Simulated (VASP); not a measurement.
# Cr (Im-3m) in VASP: single point with LDA

Aim: the single point of Cr with LDA.

Program: VASP 6.6.1. These are calculated values, not measurements. Logs are shortened: lines on timing, memory, paths and dates and some standing lists are left out, and cuts for length are marked.

## (1) The cell of the first run

The structure is cubic, space group Im-3m (No. 229). The conventional cell has a = 2.789 Å, b = 2.789 Å, c = 2.789 Å, α = 90.00°, β = 90.00°, γ = 90.00°. Cr (site symmetry m-3m) has 14 Cr at 2.42 to 2.79 Å within 3.2 Å.

## (2) Single point, LDA

INCAR

```
PREC = Accurate
ENCUT = 520
EDIFF = 1E-6
ISMEAR = -1
SIGMA = 0.13605693000000002
LREAL = F
LASPH = T
NELM = 60
ALGO = Normal
ISIF = 2
LWAVE = F
LCHARG = F
NBANDS = 12
```

KPOINTS

```
regular mesh
0
Gamma
  16 16 16
```

POSCAR

```
Cr
1.0
   -1.3944079655      1.3944079655      1.3944079655
    1.3944079655     -1.3944079655      1.3944079655
    1.3944079655      1.3944079655     -1.3944079655
Cr
1
Direct
    0.0000000000      0.0000000000      0.0000000000
```

Potentials or basis: VASP PAW LDA potentials, release 64 (Cr_pv).

Run with:

```sh
$ cat potpaw_LDA.64/Cr_pv/POTCAR > POTCAR
$ mpirun -np 1 vasp_std > vasp.out
```

OUTCAR:

```text
PREC = Accurate
   ENCUT = 520
   EDIFF = 1E-6
   ISMEAR = -1
   LREAL = F
   LASPH = T
   NELM = 60
   ISIF = 2

 ion  position               nearest neighbor table
   1  0.000  0.000  0.000-

  LATTYP: Found a body centered cubic cell.
 ALAT       =     2.7888159310

  Lattice vectors:

 A1 = (  -1.3944079655,   1.3944079655,   1.3944079655)
 A2 = (   1.3944079655,  -1.3944079655,   1.3944079655)
 A3 = (   1.3944079655,   1.3944079655,  -1.3944079655)

Analysis of symmetry for initial positions (statically):
=====================================================================
 Subroutine PRICEL returns:
 Original cell was already a primitive cell.

 Routine SETGRP: Setting up the symmetry group for a
 body centered cubic supercell.

 Subroutine GETGRP returns: Found 48 space group operations
 (whereof 48 operations were pure point group operations)
 out of a pool of 48 trial point group operations.

The static configuration has the point symmetry O_h .

Analysis of symmetry for dynamics (positions and initial velocities):
=====================================================================
 Subroutine PRICEL returns:
 Original cell was already a primitive cell.

 Routine SETGRP: Setting up the symmetry group for a
 body centered cubic supercell.

 Subroutine GETGRP returns: Found 48 space group operations
 (whereof 48 operations were pure point group operations)
 out of a pool of 48 trial point group operations.

The dynamic configuration has the point symmetry O_h .

 Subroutine INISYM returns: Found 48 space group operations
 (whereof 48 operations are pure point group operations),
 and found     1 'primitive' translations

----------------------------------------------------------------------------------------

                                     Primitive cell

  volume of cell :      10.8450

  direct lattice vectors                    reciprocal lattice vectors
    -1.394407965  1.394407965  1.394407965     0.000000000  0.358575117  0.358575117
     1.394407965 -1.394407965  1.394407965     0.358575117  0.000000000  0.358575117
     1.394407965  1.394407965 -1.394407965     0.358575117  0.358575117  0.000000000

  length of vectors
     2.415185443  2.415185443  2.415185443     0.507101794  0.507101794  0.507101794

  position of ions in fractional coordinates (direct lattice)
     0.000000000  0.000000000  0.000000000

  ion indices of the primitive-cell ions
   primitive index   ion index
                 1           1

----------------------------------------------------------------------------------------

 KPOINTS: regular mesh

Automatic generation of k-mesh.
 Grid dimensions read from file:
 generate k-points for:   16   16   16

 Generating k-lattice:

  Cartesian coordinates                     Fractional coordinates (reciprocal lattice)
     0.000000000  0.022410945  0.022410945     0.062500000  0.000000000  0.000000000
     0.022410945  0.000000000  0.022410945     0.000000000  0.062500000  0.000000000
     0.022410945  0.022410945  0.000000000     0.000000000  0.000000000  0.062500000

  Length of vectors
     0.031693862  0.031693862  0.031693862

  Shift w.r.t. Gamma in fractional coordinates (k-lattice)
     0.000000000  0.000000000  0.000000000

 Subroutine IBZKPT returns following result:
 ===========================================

 Found    145 irreducible k-points:

 Following reciprocal coordinates:
            Coordinates               Weight
  0.000000  0.000000  0.000000      1.000000
  0.062500  0.000000  0.000000     12.000000
  0.125000  0.000000  0.000000     12.000000
  0.187500  0.000000  0.000000     12.000000
  0.250000  0.000000  0.000000     12.000000
  0.312500  0.000000  0.000000     12.000000
[... 16 lines left out ...]
  0.187500  0.187500  0.000000     24.000000
  0.250000  0.187500  0.000000     48.000000
 [... further k-points ...]
   k-points           NKPTS =    145   k-points in BZ     NKDIM =    145   number of bands    NBANDS=     12
   number of dos      NEDOS =    301   number of ions     NIONS =      1
   total plane-waves  NPLWV =   5832
   dimension x,y,z NGX =    18 NGY =   18 NGZ =   18
   dimension x,y,z NGXF=    36 NGYF=   36 NGZF=   36
   ions per type =               1
   NGX,Y,Z   is equivalent  to a cutoff of  12.39, 12.39, 12.39 a.u.
   NGXF,Y,Z  is equivalent  to a cutoff of  24.78, 24.78, 24.78 a.u.
 SYSTEM =  unknown system
   PREC   = accura    normal or accurate (medium, high low for compatibility)
   ISTART =      0    job   : 0-new  1-cont  2-samecut
   ICHARG =      2    charge: 1-file 2-atom 10-const
   ISPIN  =      1    spin polarized calculation?
   LNONCOLLINEAR =      F non collinear calculations
   LSORBIT =      F    spin-orbit coupling
   LASPH  =      T    aspherical Exc in radial PAW
   ENCUT  =  520.0 eV  38.22 Ry    6.18 a.u.   4.49  4.49  4.49*2*pi/ulx,y,z
   NELM   =     60;   NELMIN=  2; NELMDL= -5     # of ELM steps
   EDIFF  = 0.1E-05   stopping-criterion for ELM
   LREAL  =      F    real-space projection
   EDIFFG = 0.1E-04   stopping-criterion for IOM
   NSW    =      0    number of steps for IOM
   IBRION =     -1    ionic relax: 0-MD 1-quasi-New 2-CG
   NFREE  =      0    steps in history (QN), initial steepest desc. (CG)
   ISIF   =      2    stress and relaxation
   ISYM   =      2    0-nonsym 1-usesym 2-fastsym
   POTIM  = 0.5000    time-step for ionic-motion
   TEBEG  =    0.0;   TEEND  =   0.0 temperature during run
   PSTRESS=    0.0 pullay stress
   NELECT =      12.0000    total number of electrons
   NUPDOWN=      -1.0000    fix difference up-down
   EMIN   =  10.00;   EMAX   =-10.00  energy-range for DOS
   EFERMI =   0.00;   METHOD = LEGACY
   ISMEAR =    -1;   SIGMA  =   0.14  broadening in eV -4-tet -1-fermi 0-gaus
   EFERMI_NEDOS =   21; number of points for ismear=-14 and -15
   IALGO  =     38    algorithm
   IMIX   =      4    mixing-type and parameters
     AMIX     =   0.40;   BMIX     =  1.00
     AMIX_MAG =   1.60;   BMIX_MAG =  1.00
  volume/ion in A,a.u.               =      10.84        73.19
  Fermi-wavevector in a.u.,A,eV,Ry     =   1.693267  3.199810 39.009978  2.867152
  Thomas-Fermi vector in A             =   2.774704
   LORBIT       =      0    0 simple, 1 ext, 2 COOP (PROOUT), +10 PAW based schemes
   GGA     = CA    functional components
   LHFCALC =     F    Hartree Fock is set to
   AEXX    =    0.0000 exact exchange contribution
   IVDW    =     0    specifies the selected vdW correction
   LEPSILON=     F    determine dielectric tensor
   LRPA    =     F    only Hartree local field effects (RPA)
 non-spin polarized calculation
  energy-cutoff  :      520.00
  volume of cell :       10.84
 maximum number of plane-waves:       321
 NGX is ok and might be reduce to    18
   NGX =  9   NGY =  9   NGZ =  9

 number of electron      12.0000011 magnetization

 Free energy of the ion-electron system (eV)
  ---------------------------------------------------
  ext. energy  EPLUGINS =         0.00000000
  ---------------------------------------------------
  free energy    TOTEN  =       -10.65132205 eV

  energy without entropy =      -10.60713898  energy(sigma->0) =      -10.62923052

 E-fermi :  11.7036     XC(G=0): -14.3746

 val. band max:       11.6960895122   @ k =  -0.2500   0.2500   0.1250
 cond. band min:      11.7438432914   @ k =   0.3750   0.0625   0.0625
 fundamental gap:      0.0477537793
 Fermi energy:        11.7036142935

 k-point     1 :       0.0000    0.0000    0.0000
  band No.  band energies     occupation
      1     -30.5103      2.00000
      2     -30.5103      2.00000
      3     -30.5103      2.00000
      4       3.7229      2.00000
      5      10.7258      1.99849
      6      10.7258      1.99849
      7      10.7258      1.99849
      8      12.9046      0.00029
      9      12.9046      0.00029
     10      17.1228      0.00000
     11      34.5444      0.00000
     12      34.5444      0.00000

 k-point     2 :       0.0625    0.0000    0.0000
  band No.  band energies     occupation
      1     -30.5565      2.00000
      2     -30.5242      2.00000
      3     -30.5106      2.00000
      4       3.9051      2.00000
      5      10.6523      1.99912
      6      10.7137      1.99862
      7      10.8536      1.99614
      8      12.8216      0.00054
      9      12.9096      0.00028
     10      17.1227      0.00000
     11      34.2008      0.00000
     12      34.5124      0.00000

 k-point     3 :       0.1250    0.0000    0.0000
  band No.  band energies     occupation
      1     -30.6869      2.00000
      2     -30.5635      2.00000
      3     -30.5116      2.00000
      4       4.4292      2.00000
      5      10.4479      1.99980
      6      10.6521      1.99912
      7      11.2266      1.94170
      8      12.6441      0.00199
      9      12.9278      0.00025
     10      17.1227      0.00000
     11      33.1829      0.00000
     12      34.2533      0.00000
[... 286 lines left out ...]
 k-point    23 :       0.1875    0.1875    0.0000
  band No.  band energies     occupation
      1     -31.2938      2.00000
      2     -30.7791      2.00000
      3     -30.5922      2.00000
      4       7.3064      2.00000
      5       9.5353      2.00000
      6       9.8728      2.00000
      7      12.4064      0.01136
      8      13.3050      0.00002
      9      14.1353      0.00000
     10      17.1225      0.00000
     11      28.2776      0.00000
     12      29.1178      0.00000

 k-point    24 :       0.2500    0.1875    0.0000
  band No.  band energies     occupation
      1     -31.4092      2.00000
      2     -30.8736      2.00000
      3     -30.6071      2.00000
      4       7.8036      2.00000
      5       9.2991      2.00000
      6      10.0151      1.99999
      7      12.5561      0.00379
      8      13.4075      0.00001
      9      15.2753      0.00000
     10      17.1224      0.00000
     11      26.2834      0.00000
     12      27.9131      0.00000

 [... further k-points ...]
[... 5 lines left out ...]
  --------------------------------------------------------------------------------------
  -------------------------------------------------------------------------------------
  Total        0.0133625      0.0133625      0.0133625     -0.0000000      0.0000000      0.0000000
  in kB        1.9740930      1.9740930      1.9740930     -0.0000000      0.0000000      0.0000000
  external PRESSURE =       1.9740930 kB  Pullay stress =       0.0000000 kB

 VOLUME and BASIS-vectors are now :
 -----------------------------------------------------------------------------
  energy-cutoff  :      520.00
  volume of cell :       10.84
      direct lattice vectors                 reciprocal lattice vectors
    -1.394407965  1.394407965  1.394407965     0.000000000  0.358575117  0.358575117
     1.394407965 -1.394407965  1.394407965     0.358575117  0.000000000  0.358575117
     1.394407965  1.394407965 -1.394407965     0.358575117  0.358575117  0.000000000

 POSITION                                       TOTAL-FORCE (eV/Angst)
 -----------------------------------------------------------------------------------
      0.00000      0.00000      0.00000         0.000000      0.000000      0.000000
 -----------------------------------------------------------------------------------
    total drift:                                0.000000      0.000000      0.000000

  FREE ENERGIE OF THE ION-ELECTRON SYSTEM (eV)
  ---------------------------------------------------
  free  energy   TOTEN  =       -10.6513220542 eV

  energy  without entropy=      -10.6071389809  energy(sigma->0) =      -10.62923052
```

Run time: 9.3 s. Hardware: 1 thread of Intel Xeon 6975P-C, shared host; peak memory 0.13 GiB.

What came out:

```yaml
Free_energy: -10.6513 eV
Pressure: 0.2 GPa
Band_gap_on_the_k_mesh: zero (band 6 reaches 14.43 eV, above the bottom of band 7 at 10.73 eV)
```

Caveat: the run has no spin polarisation, though such a crystal can be magnetic.
